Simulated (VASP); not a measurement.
The system is Nb.

```xyz
1
Lattice="0.0000 2.0950 2.0950 2.0950 0.0000 2.0950 2.0950 2.0950 0.0000" Properties=species:S:1:pos:R:3 pbc="T T T"
Nb    0.0000    0.0000    0.0000
```

This isn't the form of Nb at room conditions, which is bcc.

```yaml
Program: VASP 6.6.1
Task: relaxation of cell and atoms
Functional: RPBE
Potentials_or_basis: VASP PAW PBE potentials, release 64 (Nb_sv)
Cutoff: 500 eV
k_mesh: 9 × 9 × 9
Occupations: gaussian, width 0.1 eV
Spin: no spin polarisation
```

At the start: pressure 7.2 GPa; volume 18.39 Å³/atom.

Task: Where does the relaxation end?

Result: Over 3 steps the energy falls by 17.0 meV/atom and the volume is 19.19 Å³/atom (+4.3 %); space group Fm-3m (No. 225, to 0.1 Å) before and after.

Step by step:
```
step  energy change (eV)  largest force (eV/Å)  pressure (GPa)  volume (Å³)
   1              0.0000                0.0000            7.21        18.39
   2              0.0364                0.0000          -10.67        20.68
   3             -0.0170                0.0000           -0.14        19.19
```

Final structure:
```
Nb
1.0
     0.00000    2.12484    2.12484
     2.12484    0.00000    2.12484
     2.12484    2.12484    0.00000
Nb
1
Direct
  0.00000 0.00000 0.00000
```

Caveat: the PAW data sets were made with another functional, which shifts forces and pressure a little.
